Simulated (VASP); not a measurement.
CsBr, 2 atoms in the cell. Symmetry: Pm-3m, No. 221, cubic system. Conventional cell: a = 4.311 Å, b = 4.311 Å, c = 4.311 Å, α = 90.00°, β = 90.00°, γ = 90.00°. Within 4.9 Å of Cs (site symmetry m-3m) lie 8 Br at 3.73 Å and 6 Cs at 4.31 Å. Br (site symmetry m-3m) has 8 Cs at 3.73 Å and 6 Br at 4.31 Å within 4.9 Å. 

```yaml
Program: VASP 6.6.1
Task: single point
Functional: PBEsol
Potentials_or_basis: VASP PAW PBE potentials, release 64 (Cs_sv, Br)
Cutoff: 500 eV
k_mesh: 6 × 6 × 6
Occupations: gaussian, width 0.05 eV
Spin: no spin polarisation
Dipole_correction: no
Further_INCAR_settings: ALGO = Normal; EDIFF = 1e-06; NBANDS = 15
```

Potentials or basis: VASP PAW PBE potentials, release 64 (Cs_sv, Br).

The run is started by

```bash
$ cat potpaw_PBE.64/Cs_sv/POTCAR potpaw_PBE.64/Br/POTCAR > POTCAR
$ mpirun -np 1 vasp_std > vasp.out
```

Hardware: 1 thread of Intel Xeon 8259CL, with other jobs on the host.

Task: How long does it take, and how much memory?

Result: Run time: 24 s on 1 thread of Intel Xeon 8259CL, with other jobs on the host, peak memory 0.18 GiB. Counts: scf iterations 12, k points 20.
